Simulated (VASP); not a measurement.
# SrO (pbe) (Fm-3m) in VASP: further runs, part 2 of 2

VASP 6.6.1. The steps go on from the part before.

## (4) Single point, PBE

This run uses another cell than the first one, of 17.53 Å³/atom, 1.021 times its volume.

INCAR

```
PREC = Accurate
ENCUT = 600
EDIFF = 1E-6
ISMEAR = 0
SIGMA = 0.01
LREAL = F
LASPH = T
NELM = 120
ALGO = Normal
ISIF = 2
LWAVE = F
LCHARG = T
GGA = PE
LELF = T
LVHAR = T
NBANDS = 15
GGA_COMPAT = F
```

KPOINTS

```
Automatic mesh
0
Gamma
  6 6 6
```

POSCAR

```
SrO
1.0
    0.0000000000      2.5976061938      2.5976061938
    2.5976061938      0.0000000000      2.5976061938
    2.5976061938      2.5976061938      0.0000000000
Sr O
1 1
Direct
    0.0000000000      0.0000000000      0.0000000000
    0.5000000000      0.5000000000      0.5000000000
```

Potentials or basis: VASP PAW PBE potentials, release 64 (Sr_sv, O).

On the command line:

```
cat potpaw_PBE.64/Sr_sv/POTCAR potpaw_PBE.64/O/POTCAR > POTCAR
mpirun -np 1 vasp_std > vasp.out
```

OUTCAR:

```text
PREC = Accurate
   ENCUT = 600
   EDIFF = 1E-6
   ISMEAR = 0
   LREAL = F
   LASPH = T
   NELM = 120
   ISIF = 2
   GGA = PE

 ion  position               nearest neighbor table
   1  0.000  0.000  0.000-   2 2.60   2 2.60   2 2.60   2 2.60   2 2.60   2 2.60
   2  0.500  0.500  0.500-   1 2.60   1 2.60   1 2.60   1 2.60   1 2.60   1 2.60

  LATTYP: Found a face centered cubic cell.
 ALAT       =     5.1952123876

  Lattice vectors:

 A1 = (   0.0000000000,   2.5976061938,   2.5976061938)
 A2 = (   2.5976061938,   0.0000000000,   2.5976061938)
 A3 = (   2.5976061938,   2.5976061938,   0.0000000000)

Analysis of symmetry for initial positions (statically):
=====================================================================
 Subroutine PRICEL returns:
 Original cell was already a primitive cell.

 Routine SETGRP: Setting up the symmetry group for a
 face centered cubic supercell.

 Subroutine GETGRP returns: Found 48 space group operations
 (whereof 48 operations were pure point group operations)
 out of a pool of 48 trial point group operations.

The static configuration has the point symmetry O_h .

Analysis of symmetry for dynamics (positions and initial velocities):
=====================================================================
 Subroutine PRICEL returns:
 Original cell was already a primitive cell.

 Routine SETGRP: Setting up the symmetry group for a
 face centered cubic supercell.

 Subroutine GETGRP returns: Found 48 space group operations
 (whereof 48 operations were pure point group operations)
 out of a pool of 48 trial point group operations.

The dynamic configuration has the point symmetry O_h .

 Subroutine INISYM returns: Found 48 space group operations
 (whereof 48 operations are pure point group operations),
 and found     1 'primitive' translations

----------------------------------------------------------------------------------------

                                     Primitive cell

  volume of cell :      35.0550

  direct lattice vectors                    reciprocal lattice vectors
     0.000000000  2.597606194  2.597606194    -0.192484912  0.192484912  0.192484912
     2.597606194  0.000000000  2.597606194     0.192484912 -0.192484912  0.192484912
     2.597606194  2.597606194  0.000000000     0.192484912  0.192484912 -0.192484912

  length of vectors
     3.673569909  3.673569909  3.673569909     0.333393648  0.333393648  0.333393648

  position of ions in fractional coordinates (direct lattice)
     0.000000000  0.000000000  0.000000000
     0.500000000  0.500000000  0.500000000

  ion indices of the primitive-cell ions
   primitive index   ion index
                 1           1
                 2           2

----------------------------------------------------------------------------------------

 KPOINTS: Automatic mesh

Automatic generation of k-mesh.
 Grid dimensions read from file:
 generate k-points for:    6    6    6

 Generating k-lattice:

[... 21 lines left out ...]
  0.500000  0.000000  0.000000      4.000000
  0.166667  0.166667  0.000000      6.000000
  0.333333  0.166667  0.000000     24.000000
[... 8 lines left out ...]
 -0.333333  0.333333  0.166667     24.000000
 -0.333333  0.500000  0.166667     12.000000
   k-points           NKPTS =     16   k-points in BZ     NKDIM =     16   number of bands    NBANDS=     15
   number of dos      NEDOS =    301   number of ions     NIONS =      2
   total plane-waves  NPLWV =  27000
   dimension x,y,z NGX =    30 NGY =   30 NGZ =   30
   dimension x,y,z NGXF=    60 NGYF=   60 NGZF=   60
   ions per type =               1   1
   NGX,Y,Z   is equivalent  to a cutoff of  13.58, 13.58, 13.58 a.u.
   NGXF,Y,Z  is equivalent  to a cutoff of  27.15, 27.15, 27.15 a.u.
 SYSTEM =  unknown system
   PREC   = accura    normal or accurate (medium, high low for compatibility)
   ISTART =      0    job   : 0-new  1-cont  2-samecut
   ICHARG =      2    charge: 1-file 2-atom 10-const
   ISPIN  =      1    spin polarized calculation?
   LNONCOLLINEAR =      F non collinear calculations
   LSORBIT =      F    spin-orbit coupling
   LASPH  =      T    aspherical Exc in radial PAW
   ENCUT  =  600.0 eV  44.10 Ry    6.64 a.u.   7.34  7.34  7.34*2*pi/ulx,y,z
   NELM   =    120;   NELMIN=  2; NELMDL= -5     # of ELM steps
   EDIFF  = 0.1E-05   stopping-criterion for ELM
   LREAL  =      F    real-space projection
   EDIFFG = 0.1E-04   stopping-criterion for IOM
   NSW    =      0    number of steps for IOM
   IBRION =     -1    ionic relax: 0-MD 1-quasi-New 2-CG
   NFREE  =      0    steps in history (QN), initial steepest desc. (CG)
   ISIF   =      2    stress and relaxation
   ISYM   =      2    0-nonsym 1-usesym 2-fastsym
   POTIM  = 0.5000    time-step for ionic-motion
   TEBEG  =    0.0;   TEEND  =   0.0 temperature during run
   PSTRESS=    0.0 pullay stress
   NELECT =      16.0000    total number of electrons
   NUPDOWN=      -1.0000    fix difference up-down
   EMIN   =  10.00;   EMAX   =-10.00  energy-range for DOS
   EFERMI =   0.00;   METHOD = LEGACY
   ISMEAR =     0;   SIGMA  =   0.01  broadening in eV -4-tet -1-fermi 0-gaus
   EFERMI_NEDOS =   21; number of points for ismear=-14 and -15
   IALGO  =     38    algorithm
   IMIX   =      4    mixing-type and parameters
     AMIX     =   0.40;   BMIX     =  1.00
     AMIX_MAG =   1.60;   BMIX_MAG =  1.00
  volume/ion in A,a.u.               =      17.53       118.28
  Fermi-wavevector in a.u.,A,eV,Ry     =   1.260467  2.381937 21.616628  1.588777
  Thomas-Fermi vector in A             =   2.393975
   LORBIT       =      0    0 simple, 1 ext, 2 COOP (PROOUT), +10 PAW based schemes
   GGA     = PE    functional components
   LHFCALC =     F    Hartree Fock is set to
   AEXX    =    0.0000 exact exchange contribution
   IVDW    =     0    specifies the selected vdW correction
   LEPSILON=     F    determine dielectric tensor
   LRPA    =     F    only Hartree local field effects (RPA)
 non-spin polarized calculation
 Gauss-broadening in eV      SIGMA  =   0.01
  energy-cutoff  :      600.00
  volume of cell :       35.05
 maximum number of plane-waves:      1211
 NGX is ok and might be reduce to    30
   NGX = 15   NGY = 15   NGZ = 15

 number of electron      16.0000000 magnetization

 Free energy of the ion-electron system (eV)
  ---------------------------------------------------
  ext. energy  EPLUGINS =         0.00000000
  ---------------------------------------------------
  free energy    TOTEN  =       -12.05621059 eV

  energy without entropy =      -12.05621059  energy(sigma->0) =      -12.05621059

 E-fermi :   1.5818     XC(G=0):  -9.8811

 val. band max:        1.5189849228   @ k =   0.0000   0.0000   0.0000
 cond. band min:       4.8003555915   @ k =   0.5000   0.5000   0.0000
 fundamental gap:      3.2813706686
 Fermi energy:         1.5818495326

 k-point     1 :       0.0000    0.0000    0.0000
  band No.  band energies     occupation
      1     -30.9796      2.00000
      2     -13.5320      2.00000
      3     -12.6480      2.00000
      4     -12.6480      2.00000
      5     -12.6480      2.00000
      6       1.5190      2.00000
      7       1.5190      2.00000
      8       1.5190      2.00000
      9       5.2858      0.00000
     10       7.6612      0.00000
     11       7.6612      0.00000
     12       7.6612      0.00000
     13       9.7597      0.00000
     14       9.7597      0.00000
[... 257 lines left out ...]
      2     -14.0859      2.00000
      3     -13.3865      2.00000
      4     -13.1189      2.00000
      5     -12.2245      2.00000
      6       0.6638      2.00000
      7       1.0197      2.00000
      8       1.1606      2.00000
      9       6.1308      0.00000
     10       8.9567      0.00000
     11       9.7467      0.00000
     12      12.2661      0.00000
     13      12.3735      0.00000
     14      14.1108      0.00000
     15      14.6653      0.00000

------------------------ aborting loop because EDIFF is reached ----------------------------------------

  FORCE on cell =-STRESS in cart. coord.  units (eV):
  Direction    XX          YY          ZZ          XY          YZ          ZX
  --------------------------------------------------------------------------------------
  -------------------------------------------------------------------------------------
  Total        0.0898940      0.0898940      0.0898940      0.0000000      0.0000000      0.0000000
  in kB        4.1085778      4.1085778      4.1085778      0.0000000      0.0000000      0.0000000
  external PRESSURE =       4.1085778 kB  Pullay stress =       0.0000000 kB

 VOLUME and BASIS-vectors are now :
 -----------------------------------------------------------------------------
  energy-cutoff  :      600.00
  volume of cell :       35.05
      direct lattice vectors                 reciprocal lattice vectors
     0.000000000  2.597606194  2.597606194    -0.192484912  0.192484912  0.192484912
     2.597606194  0.000000000  2.597606194     0.192484912 -0.192484912  0.192484912
     2.597606194  2.597606194  0.000000000     0.192484912  0.192484912 -0.192484912

 POSITION                                       TOTAL-FORCE (eV/Angst)
 -----------------------------------------------------------------------------------
      0.00000      0.00000      0.00000        -0.000000     -0.000000     -0.000000
      2.59761      2.59761      2.59761         0.000000      0.000000      0.000000
 -----------------------------------------------------------------------------------
    total drift:                                0.000000      0.000000      0.000000

  FREE ENERGIE OF THE ION-ELECTRON SYSTEM (eV)
  ---------------------------------------------------
  free  energy   TOTEN  =       -12.0562105932 eV

  energy  without entropy=      -12.0562105932  energy(sigma->0) =      -12.05621059
```

OSZICAR:

```text
N       E                     dE             d eps       ncg     rms          rms(c)
DAV:   1     0.775973098115E+02    0.77597E+02   -0.91898E+03   480   0.116E+03
DAV:   2    -0.109883982672E+02   -0.88586E+02   -0.80079E+02   701   0.231E+02
DAV:   3    -0.141976228028E+02   -0.32092E+01   -0.31877E+01   610   0.412E+01
DAV:   4    -0.142537924289E+02   -0.56170E-01   -0.56162E-01   678   0.495E+00
DAV:   5    -0.142541784697E+02   -0.38604E-03   -0.38604E-03   587   0.355E-01    0.156E+01
DAV:   6    -0.122161449375E+02    0.20380E+01   -0.68194E+00   487   0.192E+01    0.183E+01
DAV:   7    -0.120657518120E+02    0.15039E+00   -0.32126E-01   557   0.498E+00    0.106E+01
DAV:   8    -0.120543828855E+02    0.11369E-01   -0.12248E-01   613   0.352E+00    0.392E-01
DAV:   9    -0.120555864784E+02   -0.12036E-02   -0.61367E-03   605   0.499E-01    0.236E-01
DAV:  10    -0.120560371816E+02   -0.45070E-03   -0.45191E-04   529   0.203E-01    0.897E-02
DAV:  11    -0.120561913398E+02   -0.15416E-03   -0.16052E-04   508   0.946E-02    0.283E-02
DAV:  12    -0.120562106718E+02   -0.19332E-04   -0.29157E-05   529   0.398E-02    0.251E-02
DAV:  13    -0.120562105932E+02    0.78593E-07   -0.17777E-06   521   0.118E-02
   1 F= -.12056211E+02 E0= -.12056211E+02  d E =-.538111E-21
```

stdout:

```text
POSCAR found type information on POSCAR SrO
 POSCAR found :  2 types and       2 ions
 scaLAPACK will be used
 LDA part: xc-table for (Slater+PW92), standard interpolation
 POSCAR, INCAR and KPOINTS ok, starting setup
 FFT: planning ... GRIDC
 FFT: planning ... GRID_SOFT
 FFT: planning ... GRID
 WAVECAR not read
 entering main loop
```

Wall time 23 s (1 thread of Intel Xeon 8259CL, shared host); peak memory 0.17 GiB.

What came out:

| Item | Value |
| --- | --- |
| Free energy | -12.0562 eV |
| Pressure | 0.4 GPa |
| Band gap on the k mesh | 3.28 eV, indirect (least direct gap 3.39 eV) |

A k mesh can miss the band edges. A hybrid or GW would open this gap; PBE tends to underestimate it.

## (5) Relaxation of cell and atoms, PBE

INCAR

```
PREC = Accurate
ENCUT = 600
EDIFF = 1E-7
ISMEAR = 0
SIGMA = 0.02
LREAL = F
LASPH = T
NELM = 120
ALGO = Normal
ISIF = 3
LWAVE = F
LCHARG = F
GGA = PE
IBRION = 2
NSW = 100
EDIFFG = -0.002
GGA_COMPAT = F
NELMIN = 4
```

KPOINTS is that of step 4.

POSCAR

```
SrO
1.0
    0.0000000000      2.5800000000      2.5800000000
    2.5800000000      0.0000000000      2.5800000000
    2.5800000000      2.5800000000      0.0000000000
Sr O
1 1
Direct
    0.0000000000      0.0000000000      0.0000000000
    0.5000000000      0.5000000000      0.5000000000
```

On the command line:

```
cat potpaw_PBE.64/Sr_sv/POTCAR potpaw_PBE.64/O/POTCAR > POTCAR
mpirun -np 1 vasp_std > vasp.out
```

Run time: 63 s. Hardware: 1 thread of Intel Xeon 8259CL, shared host; peak memory 0.18 GiB.

It converged, with:

```yaml
Free_energy: -12.0556 eV
Relaxed_volume: 17.61 Å³/atom
Relaxed_cell: a = 3.680 Å, b = 3.680 Å, c = 3.680 Å, α = 60.00°, β = 60.00°, γ = 60.00°
Space_group_after_relaxing_to_0.05_Å: Fm-3m (No. 225)
Energy_gained_by_relaxing: 3.0 meV/atom
Ionic_steps: 3
Pressure_after_relaxing: 0.0 GPa
Band_gap_on_the_k_mesh: 3.28 eV, indirect (least direct gap 3.39 eV)
```

The path:
```csv
step,energy change (eV),largest force (eV/Å),pressure (GPa),volume (Å³)
1,0.0000,0.0000,2.26,34.35
2,-0.0052,0.0000,-0.78,35.57
3,-0.0061,0.0000,0.00,35.23
```

Final structure:
```xyz
2
Lattice="0.0000 2.6019 2.6019 2.6019 0.0000 2.6019 2.6019 2.6019 0.0000" Properties=species:S:1:pos:R:3 pbc="T T T"
Sr    0.0000    0.0000    0.0000
O     2.6019    2.6019    2.6019
```

Levels at points of the mesh, in eV from the valence-band top:
```csv
k point,band 6,band 7,band 8,band 9,band 10,band 11
"(0.00, 0.00, 0.00)",0.00,0.00,0.00,3.73,6.13,6.13
"(0.50, 0.00, 0.00)",-2.10,-1.07,-1.07,6.40,8.17,8.64
"(0.50, 0.50, 0.00)",-0.49,-0.11,-0.11,3.28,7.54,9.94
```

A k mesh can miss the band edges.

## (6) The runs side by side

| task | cell | smearing | gap on the mesh (eV) | pressure (GPa) |
| --- | --- | --- | --- | --- |
| single point | a = 3.649 Å, angles 60.0°, 2 atoms | gaussian 0.1 eV | 3.27 | 2.3 |
| single point | a = 3.674 Å, angles 60.0°, 2 atoms | gaussian 0.02 eV | 3.28 | 0.4 |
| single point | a = 3.674 Å, angles 60.0°, 2 atoms | gaussian 0.01 eV | 3.28 | 0.4 |
| relaxation of cell and atoms | relaxed from a = 3.649 Å, angles 60.0°, 2 atoms | gaussian 0.02 eV | 3.28 | 0.0 |

Alike in all rows: level PBE; potentials or basis VASP PAW PBE potentials, release 64 (Sr_sv, O); no spin polarisation; k mesh 6 × 6 × 6; cutoff (eV) 600.

Total energies depend on the potentials used, so only differences within one code and one set of settings carry meaning.
